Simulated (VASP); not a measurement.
**H: single point with LDA**

Crystal: H.

```xyz
4
Lattice="1.6897 -2.8000 0.0000 1.6897 2.8000 0.0000 0.0000 0.0000 5.9981" Properties=species:S:1:pos:R:3 pbc="T T T"
H     1.6897   -0.3797    5.9952
H     1.6897    0.3797    0.0029
H     1.6897    0.3797    2.9961
H     1.6897   -0.3797    3.0019
```

This cell differs from its parent crystal: strain +0.025 along x and y, -0.050 along z.

| Item | Value |
| --- | --- |
| Program | VASP 6.6.1 |
| Task | single point |
| Functional | LDA |
| Potentials or basis | VASP PAW LDA potentials, release 64 (H) |
| Cutoff | 520 eV |
| k mesh | 8 × 8 × 4 |
| Occupations | gaussian, width 0.05 eV |
| Spin | no spin polarisation |
| Dipole correction | no |
| Further INCAR settings | ALGO = Normal; EDIFF = 1e-06; NBANDS = 10 |

* Pressure: -0.1 GPa
* Largest force: 0.314 eV/Å
* Band gap on the k mesh: 7.44 eV

Forces on the atoms (eV/Å):
```
H    0.000 -0.314 -0.003
H    0.000  0.314  0.003
H    0.000  0.314 -0.003
H    0.000 -0.314  0.003
```

Stress tensor (GPa, compression positive):
```
-0.61  0.00  0.00
 0.00  0.49  0.00
 0.00  0.00 -0.32
```

Levels at points of the mesh, in eV from the valence-band top:
```csv
k point,band 1,band 2,band 3,band 4,band 5,band 6,band 7
"(0.00, 0.00, 0.00)",-2.10,-1.12,8.76,11.84,15.65,16.30,16.80
"(0.50, 0.00, 0.00)",-0.97,-0.24,8.31,11.03,12.37,14.21,14.78
"(0.50, 0.50, 0.00)",-0.69,0.00,7.44,9.77,12.88,14.18,14.55
"(0.00, 0.00, 0.50)",-1.65,-1.65,10.43,10.43,16.17,16.17,16.41
"(0.50, 0.00, 0.50)",-0.63,-0.63,9.25,9.25,14.01,14.01,15.40
"(0.50, 0.50, 0.50)",-0.37,-0.37,8.30,8.30,14.17,14.17,17.06
```

Run time: 21 s on 1 thread of Intel(R) Xeon(R) Platinum 8375C CPU @ 2.90GHz (Ice Lake), on a shared host, peak memory 0.15 GiB.

Caveat: the cell differs from its parent crystal (strain +0.025 along x and y, -0.050 along z). A k mesh can miss the band edges.
